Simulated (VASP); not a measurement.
# Sr (Im-3m) in VASP: a series of runs

Sr is run at these levels: PBEsol; tasks: single point.

All numbers are computed with VASP 6.6.1; they aren't measurements. Logs are shortened: lines on timing, memory, paths and dates and some standing lists are left out, and cuts for length are marked.

**1. The cell of the first run**

It takes space group Im-3m (No. 229, cubic). The conventional cell has a = 3.834 Å, b = 3.834 Å, c = 3.834 Å, α = 90.00°, β = 90.00°, γ = 90.00°. Within 4.4 Å of Sr (site symmetry m-3m) lie 14 Sr at 3.32 to 3.83 Å.

**2. Single point, PBEsol (volume scaled by 0.55)**

The input, INCAR:

```
PREC = Accurate
ENCUT = 520
EDIFF = 1E-6
ISMEAR = -1
SIGMA = 0.08
LREAL = F
LASPH = T
NELM = 80
ALGO = Normal
ISIF = 2
LWAVE = F
LCHARG = T
GGA = PS
LELF = T
LVHAR = T
NBANDS = 11
```

The input, KPOINTS:

```
regular mesh
0
Gamma
  11 11 11
```

The input, POSCAR:

```
Sr
1.0
   -1.9168521965      1.9168521965      1.9168521965
    1.9168521965     -1.9168521965      1.9168521965
    1.9168521965      1.9168521965     -1.9168521965
Sr
1
Direct
    0.0000000000      0.0000000000      0.0000000000
```

Potentials or basis: VASP PAW PBE potentials, release 64 (Sr_sv).

On the command line:

```bash
$ cat potpaw_PBE.64/Sr_sv/POTCAR > POTCAR
$ mpirun -np 1 vasp_std > vasp.out
```

OUTCAR:

```text
PREC = Accurate
   ENCUT = 520
   EDIFF = 1E-6
   ISMEAR = -1
   LREAL = F
   LASPH = T
   NELM = 80
   ISIF = 2
   GGA = PS

 ion  position               nearest neighbor table
   1  0.000  0.000  0.000-

  LATTYP: Found a body centered cubic cell.
 ALAT       =     3.8337043930

  Lattice vectors:

 A1 = (  -1.9168521965,   1.9168521965,   1.9168521965)
 A2 = (   1.9168521965,  -1.9168521965,   1.9168521965)
 A3 = (   1.9168521965,   1.9168521965,  -1.9168521965)

Analysis of symmetry for initial positions (statically):
=====================================================================
 Subroutine PRICEL returns:
 Original cell was already a primitive cell.

 Routine SETGRP: Setting up the symmetry group for a
 body centered cubic supercell.

 Subroutine GETGRP returns: Found 48 space group operations
 (whereof 48 operations were pure point group operations)
 out of a pool of 48 trial point group operations.

The static configuration has the point symmetry O_h .

Analysis of symmetry for dynamics (positions and initial velocities):
=====================================================================
 Subroutine PRICEL returns:
 Original cell was already a primitive cell.

 Routine SETGRP: Setting up the symmetry group for a
 body centered cubic supercell.

 Subroutine GETGRP returns: Found 48 space group operations
 (whereof 48 operations were pure point group operations)
 out of a pool of 48 trial point group operations.

The dynamic configuration has the point symmetry O_h .

 Subroutine INISYM returns: Found 48 space group operations
 (whereof 48 operations are pure point group operations),
 and found     1 'primitive' translations

----------------------------------------------------------------------------------------

                                     Primitive cell

  volume of cell :      28.1725

  direct lattice vectors                    reciprocal lattice vectors
    -1.916852197  1.916852197  1.916852197     0.000000000  0.260844316  0.260844316
     1.916852197 -1.916852197  1.916852197     0.260844316  0.000000000  0.260844316
     1.916852197  1.916852197 -1.916852197     0.260844316  0.260844316  0.000000000

  length of vectors
     3.320085395  3.320085395  3.320085395     0.368889569  0.368889569  0.368889569

  position of ions in fractional coordinates (direct lattice)
     0.000000000  0.000000000  0.000000000

  ion indices of the primitive-cell ions
   primitive index   ion index
                 1           1

----------------------------------------------------------------------------------------

 KPOINTS: regular mesh

Automatic generation of k-mesh.
 Grid dimensions read from file:
 generate k-points for:   11   11   11

 Generating k-lattice:

  Cartesian coordinates                     Fractional coordinates (reciprocal lattice)
     0.000000000  0.023713120  0.023713120     0.090909091  0.000000000  0.000000000
     0.023713120  0.000000000  0.023713120     0.000000000  0.090909091  0.000000000
     0.023713120  0.023713120  0.000000000     0.000000000  0.000000000  0.090909091

  Length of vectors
     0.033535415  0.033535415  0.033535415

  Shift w.r.t. Gamma in fractional coordinates (k-lattice)
     0.000000000  0.000000000  0.000000000

 Subroutine IBZKPT returns following result:
 ===========================================

 Found     56 irreducible k-points:

 Following reciprocal coordinates:
            Coordinates               Weight
  0.000000  0.000000  0.000000      1.000000
  0.090909  0.000000  0.000000     12.000000
  0.181818  0.000000  0.000000     12.000000
  0.272727  0.000000  0.000000     12.000000
  0.363636  0.000000  0.000000     12.000000
  0.454545  0.000000  0.000000     12.000000
[... 16 lines left out ...]
  0.272727  0.181818  0.090909     48.000000
  0.363636  0.181818  0.090909     24.000000
 [... further k-points ...]
   k-points           NKPTS =     56   k-points in BZ     NKDIM =     56   number of bands    NBANDS=     11
   number of dos      NEDOS =    301   number of ions     NIONS =      1
   total plane-waves  NPLWV =  21952
   dimension x,y,z NGX =    28 NGY =   28 NGZ =   28
   dimension x,y,z NGXF=    56 NGYF=   56 NGZF=   56
   ions per type =               1
   NGX,Y,Z   is equivalent  to a cutoff of  14.02, 14.02, 14.02 a.u.
   NGXF,Y,Z  is equivalent  to a cutoff of  28.04, 28.04, 28.04 a.u.
 SYSTEM =  unknown system
   PREC   = accura    normal or accurate (medium, high low for compatibility)
   ISTART =      0    job   : 0-new  1-cont  2-samecut
   ICHARG =      2    charge: 1-file 2-atom 10-const
   ISPIN  =      1    spin polarized calculation?
   LNONCOLLINEAR =      F non collinear calculations
   LSORBIT =      F    spin-orbit coupling
   LASPH  =      T    aspherical Exc in radial PAW
   ENCUT  =  520.0 eV  38.22 Ry    6.18 a.u.   6.17  6.17  6.17*2*pi/ulx,y,z
   NELM   =     80;   NELMIN=  2; NELMDL= -5     # of ELM steps
   EDIFF  = 0.1E-05   stopping-criterion for ELM
   LREAL  =      F    real-space projection
   EDIFFG = 0.1E-04   stopping-criterion for IOM
   NSW    =      0    number of steps for IOM
   IBRION =     -1    ionic relax: 0-MD 1-quasi-New 2-CG
   NFREE  =      0    steps in history (QN), initial steepest desc. (CG)
   ISIF   =      2    stress and relaxation
   ISYM   =      2    0-nonsym 1-usesym 2-fastsym
   POTIM  = 0.5000    time-step for ionic-motion
   TEBEG  =    0.0;   TEEND  =   0.0 temperature during run
   PSTRESS=    0.0 pullay stress
   NELECT =      10.0000    total number of electrons
   NUPDOWN=      -1.0000    fix difference up-down
   EMIN   =  10.00;   EMAX   =-10.00  energy-range for DOS
   EFERMI =   0.00;   METHOD = LEGACY
   ISMEAR =    -1;   SIGMA  =   0.08  broadening in eV -4-tet -1-fermi 0-gaus
   EFERMI_NEDOS =   21; number of points for ismear=-14 and -15
   IALGO  =     38    algorithm
   IMIX   =      4    mixing-type and parameters
     AMIX     =   0.40;   BMIX     =  1.00
     AMIX_MAG =   1.60;   BMIX_MAG =  1.00
  volume/ion in A,a.u.               =      28.17       190.12
  Fermi-wavevector in a.u.,A,eV,Ry     =   1.159132  2.190442 18.280609  1.343587
  Thomas-Fermi vector in A             =   2.295727
   LORBIT       =      0    0 simple, 1 ext, 2 COOP (PROOUT), +10 PAW based schemes
   GGA     = PS    functional components
   LHFCALC =     F    Hartree Fock is set to
   AEXX    =    0.0000 exact exchange contribution
   IVDW    =     0    specifies the selected vdW correction
   LEPSILON=     F    determine dielectric tensor
   LRPA    =     F    only Hartree local field effects (RPA)
 non-spin polarized calculation
  energy-cutoff  :      520.00
  volume of cell :       28.17
 maximum number of plane-waves:       768
 NGX is ok and might be reduce to    28
   NGX = 13   NGY = 13   NGZ = 13

 number of electron      10.0000000 magnetization

 Free energy of the ion-electron system (eV)
  ---------------------------------------------------
  ext. energy  EPLUGINS =         0.00000000
  ---------------------------------------------------
  free energy    TOTEN  =        -0.95409517 eV

  energy without entropy =       -0.93555405  energy(sigma->0) =       -0.94482461

 E-fermi :   4.1958     XC(G=0):  -9.8594

 val. band max:        4.1888098857   @ k =  -0.3636   0.3636   0.2727
 cond. band min:       4.2055706087   @ k =  -0.3636  -0.4545   0.1818
 fundamental gap:      0.0167607230
 Fermi energy:         4.1957763706

 k-point     1 :       0.0000    0.0000    0.0000
  band No.  band energies     occupation
      1     -31.2779      2.00000
      2     -12.5650      2.00000
      3     -12.5650      2.00000
      4     -12.5650      2.00000
      5       0.1795      2.00000
      6       7.4799      0.00000
      7       7.4799      0.00000
      8       7.4799      0.00000
      9       9.8918      0.00000
     10       9.8918      0.00000
     11      15.3556      0.00000

 k-point     2 :       0.0909    0.0000    0.0000
  band No.  band energies     occupation
      1     -31.2579      2.00000
      2     -12.7111      2.00000
      3     -12.6046      2.00000
      4     -12.5673      2.00000
      5       0.4794      2.00000
      6       7.2239      0.00000
      7       7.3267      0.00000
      8       7.7781      0.00000
      9       9.4889      0.00000
     10       9.8566      0.00000
     11      15.7084      0.00000

 k-point     3 :       0.1818    0.0000    0.0000
  band No.  band energies     occupation
      1     -31.2036      2.00000
      2     -13.0824      2.00000
      3     -12.7085      2.00000
      4     -12.5734      2.00000
      5       1.2620      2.00000
      6       6.6444      0.00000
      7       6.7092      0.00000
      8       8.6494      0.00000
      9       9.2964      0.00000
     10       9.8472      0.00000
     11      16.4059      0.00000

 k-point     4 :       0.2727    0.0000    0.0000
  band No.  band energies     occupation
      1     -31.1313      2.00000
      2     -13.5316      2.00000
      3     -12.8404      2.00000
      4     -12.5817      2.00000
      5       2.1713      2.00000
      6       6.0347      0.00000
      7       6.1027      0.00000
      8       9.6472      0.00000
      9      10.0181      0.00000
     10      10.0244      0.00000
     11      16.0755      0.00000
[... 239 lines left out ...]
 k-point    22 :       0.1818    0.1818    0.0909
  band No.  band energies     occupation
      1     -31.0577      2.00000
      2     -13.8080      2.00000
      3     -12.9816      2.00000
      4     -12.7912      2.00000
      5       3.5922      1.99894
      6       5.2377      0.00000
      7       5.4534      0.00000
      8      10.1589      0.00000
      9      10.7635      0.00000
     10      12.5825      0.00000
     11      16.3579      0.00000

 k-point    23 :       0.2727    0.1818    0.0909
  band No.  band energies     occupation
      1     -31.0174      2.00000
      2     -13.8851      2.00000
      3     -13.1920      2.00000
      4     -12.8352      2.00000
      5       4.0234      1.79211
      6       5.1406      0.00001
      7       5.7244      0.00000
      8      10.4664      0.00000
      9      11.0617      0.00000
     10      13.6911      0.00000
     11      15.1833      0.00000

 k-point    24 :       0.3636    0.1818    0.0909
  band No.  band energies     occupation
      1     -31.0024      2.00000
      2     -13.8941      2.00000
      3     -13.2932      2.00000
      4     -12.8484      2.00000
      5       4.0250      1.78844
      6       5.1215      0.00002
      7       6.1179      0.00000
      8      10.5689      0.00000
      9      11.1716      0.00000
     10      13.7915      0.00000
     11      14.8216      0.00000

 [... further k-points ...]
[... 5 lines left out ...]
  --------------------------------------------------------------------------------------
  -------------------------------------------------------------------------------------
  Total        3.2928086      3.2928086      3.2928086      0.0000000      0.0000000      0.0000000
  in kB      187.2626627    187.2626627    187.2626627      0.0000000      0.0000000      0.0000000
  external PRESSURE =     187.2626627 kB  Pullay stress =       0.0000000 kB

 VOLUME and BASIS-vectors are now :
 -----------------------------------------------------------------------------
  energy-cutoff  :      520.00
  volume of cell :       28.17
      direct lattice vectors                 reciprocal lattice vectors
    -1.916852197  1.916852197  1.916852197     0.000000000  0.260844316  0.260844316
     1.916852197 -1.916852197  1.916852197     0.260844316  0.000000000  0.260844316
     1.916852197  1.916852197 -1.916852197     0.260844316  0.260844316  0.000000000

 POSITION                                       TOTAL-FORCE (eV/Angst)
 -----------------------------------------------------------------------------------
      0.00000      0.00000      0.00000         0.000000     -0.000000      0.000000
 -----------------------------------------------------------------------------------
    total drift:                                0.000000     -0.000000     -0.000000

  FREE ENERGIE OF THE ION-ELECTRON SYSTEM (eV)
  ---------------------------------------------------
  free  energy   TOTEN  =        -0.9540951732 eV

  energy  without entropy=       -0.9355540506  energy(sigma->0) =       -0.94482461
```

It took 9.8 s on 1 thread of Intel Xeon 6975P-C (Granite Rapids), shared host; peak memory 0.16 GiB.

Results:

```
Free energy            : -0.9541 eV
Pressure               : 18.7 GPa
Band gap on the k mesh : zero (band 5 reaches 4.99 eV, above the bottom of band 6 at 2.98 eV)
```

Caveat: the PAW data sets were made with another functional, which shifts forces and pressure a little.

**3. Single point, PBEsol (volume scaled by 0.55)**

The input, INCAR:

```
SYSTEM = Sr
PREC = Accurate
ENCUT = 520
EDIFF = 1E-6
ISMEAR = -1
SIGMA = 0.08
LREAL = .False.
LASPH = .True.
NELM = 100
ALGO = Normal
ISIF = 2
LWAVE = .False.
LCHARG = .False.
GGA = PS
NBANDS = 11
```

The input, KPOINTS:

```
regular mesh
0
Gamma
  11 11 11
  0 0 0
```

POSCAR is that of step 2.

Potentials or basis: VASP PAW PBE potentials, release 64 (Sr_sv).

On the command line:

```bash
$ cat potpaw_PBE.64/Sr_sv/POTCAR > POTCAR
$ mpirun -np 1 vasp_std > vasp.out
```

It took 8.7 s on 1 thread of Intel Xeon 6975P-C (Granite Rapids), shared host; peak memory 0.16 GiB.

Results (log left out):

* Free energy: -0.9541 eV
* Pressure: 18.7 GPa
* Band gap on the k mesh: zero (band 5 reaches 4.99 eV, above the bottom of band 6 at 2.98 eV)

Levels at points of the mesh, in eV from the Fermi level:
```csv
k point,band 3,band 4,band 5,band 6,band 7,band 8
"(0.00, 0.00, 0.00)",-16.76,-16.76,-4.02,3.28,3.28,3.28
```

Caveat: the PAW data sets were made with another functional, which shifts forces and pressure a little.

**4. Single point, PBEsol (volume scaled by 0.65)**

The input, INCAR:

```
SYSTEM = Sr
ALGO = Normal
EDIFF = 1E-6
ENCUT = 520
GGA = PS
ISIF = 2
ISMEAR = -1
LASPH = .True.
LCHARG = .False.
LREAL = .False.
LWAVE = .False.
NBANDS = 11
NELM = 60
PREC = Accurate
SIGMA = 0.08
```

The input, KPOINTS:

```
k-points
0
Gamma
  11 11 11
  0 0 0
```

The input, POSCAR:

```
Sr
1.0
   -2.0266193389      2.0266193389      2.0266193389
    2.0266193389     -2.0266193389      2.0266193389
    2.0266193389      2.0266193389     -2.0266193389
Sr
1
Direct
    0.0000000000      0.0000000000      0.0000000000
```

On the command line:

```bash
$ cat potpaw_PBE.64/Sr_sv/POTCAR > POTCAR
$ mpirun -np 1 vasp_std > vasp.out
```

It took 9.8 s on 1 thread of Intel Xeon 6975P-C (Granite Rapids), shared host; peak memory 0.16 GiB.

Results (log left out):

```yaml
Free_energy: -1.4108 eV
Pressure: 10.6 GPa
Band_gap_on_the_k_mesh: zero (band 5 reaches 4.01 eV, above the bottom of band 6 at 2.54 eV)
```

Levels at points of the mesh, in eV from the Fermi level:
```csv
k point,band 3,band 4,band 5,band 6,band 7,band 8
"(0.00, 0.00, 0.00)",-17.17,-17.17,-4.06,3.08,3.08,3.08
```

Caveat: the PAW data sets were made with another functional, which shifts forces and pressure a little.

**5. Single point, PBEsol (volume scaled by 0.65)**

The input, INCAR:

```
ALGO     = Normal         # electronic algorithm
EDIFF    = 1E-7           # SCF threshold, eV
ENCUT    = 520            # plane-wave cutoff, eV
GGA      = PS             # functional
ISIF     = 2              # what is computed and relaxed
ISMEAR   = -1             # smearing method
LASPH    = True           # aspherical terms in the spheres
LCHARG   = False          # write CHGCAR
LREAL    = False          # projectors in reciprocal space
LWAVE    = False          # write WAVECAR
NBANDS   = 11             # bands
NELM     = 100            # most SCF steps
PREC     = Accurate       # precision mode
SIGMA    = 0.08           # smearing width, eV
```

The input, KPOINTS:

```
k-points
0
Gamma
  11 11 11
```

POSCAR is that of step 4.

Potentials or basis: VASP PAW PBE potentials, release 64 (Sr_sv).

On the command line:

```bash
$ cat potpaw_PBE.64/Sr_sv/POTCAR > POTCAR
$ mpirun -np 1 vasp_std > vasp.out
```

OUTCAR:

```text
EDIFF = 1E-7
   ENCUT = 520
   GGA = PS
   ISIF = 2
   ISMEAR = -1
   LASPH = True
   LREAL = False
   NELM = 100
   PREC = Accurate

 ion  position               nearest neighbor table
   1  0.000  0.000  0.000-

  LATTYP: Found a body centered cubic cell.
 ALAT       =     4.0532386778

  Lattice vectors:

 A1 = (  -2.0266193389,   2.0266193389,   2.0266193389)
 A2 = (   2.0266193389,  -2.0266193389,   2.0266193389)
 A3 = (   2.0266193389,   2.0266193389,  -2.0266193389)

Analysis of symmetry for initial positions (statically):
=====================================================================
 Subroutine PRICEL returns:
 Original cell was already a primitive cell.

 Routine SETGRP: Setting up the symmetry group for a
 body centered cubic supercell.

 Subroutine GETGRP returns: Found 48 space group operations
 (whereof 48 operations were pure point group operations)
 out of a pool of 48 trial point group operations.

The static configuration has the point symmetry O_h .

Analysis of symmetry for dynamics (positions and initial velocities):
[... 159 lines left out ...]
 val. band max:        3.2493324481   @ k =   0.1818   0.1818   0.1818
 cond. band min:       3.3959010333   @ k =   0.3636   0.2727   0.0000
 fundamental gap:      0.1465685852
 Fermi energy:         3.3687924182

 k-point     1 :       0.0000    0.0000    0.0000
  band No.  band energies     occupation
      1     -32.2201      2.00000
      2     -13.8057      2.00000
      3     -13.8057      2.00000
      4     -13.8057      2.00000
      5      -0.6915      2.00000
      6       6.4535      0.00000
      7       6.4535      0.00000
      8       6.4535      0.00000
      9       8.5406      0.00000
     10       8.5406      0.00000
     11      13.7006      0.00000
[... 309 lines left out ...]
 k-point    24 :       0.3636    0.1818    0.0909
  band No.  band energies     occupation
      1     -32.0751      2.00000
      2     -14.6399      2.00000
      3     -14.2601      2.00000
      4     -13.9767      2.00000
      5       3.1424      1.88858
      6       4.2572      0.00003
      7       4.6464      0.00000
      8       9.0287      0.00000
      9       9.5702      0.00000
     10      11.2935      0.00000
     11      12.6004      0.00000

 [... further k-points ...]
[... 5 lines left out ...]
  --------------------------------------------------------------------------------------
  -------------------------------------------------------------------------------------
  Total        2.1976816      2.1976816      2.1976816     -0.0000000     -0.0000000      0.0000000
  in kB      105.7544877    105.7544877    105.7544877     -0.0000000     -0.0000000      0.0000000
  external PRESSURE =     105.7544877 kB  Pullay stress =       0.0000000 kB

 VOLUME and BASIS-vectors are now :
 -----------------------------------------------------------------------------
  energy-cutoff  :      520.00
  volume of cell :       33.29
      direct lattice vectors                 reciprocal lattice vectors
    -2.026619339  2.026619339  2.026619339     0.000000000  0.246716288  0.246716288
     2.026619339 -2.026619339  2.026619339     0.246716288  0.000000000  0.246716288
     2.026619339  2.026619339 -2.026619339     0.246716288  0.246716288  0.000000000

 POSITION                                       TOTAL-FORCE (eV/Angst)
 -----------------------------------------------------------------------------------
      0.00000      0.00000      0.00000        -0.000000     -0.000000     -0.000000
 -----------------------------------------------------------------------------------
    total drift:                               -0.000000     -0.000000      0.000000

  FREE ENERGIE OF THE ION-ELECTRON SYSTEM (eV)
  ---------------------------------------------------
  free  energy   TOTEN  =        -1.4108314919 eV

  energy  without entropy=       -1.3949464842  energy(sigma->0) =       -1.40288899
```

Wall time 9.4 s (1 thread of Intel Xeon 6975P-C (Granite Rapids), shared host); peak memory 0.16 GiB.

Results:

- Free energy: -1.4108 eV
- Pressure: 10.6 GPa
- Band gap on the k mesh: zero (band 5 reaches 4.01 eV, above the bottom of band 6 at 2.54 eV)

Caveat: the PAW data sets were made with another functional, which shifts forces and pressure a little.
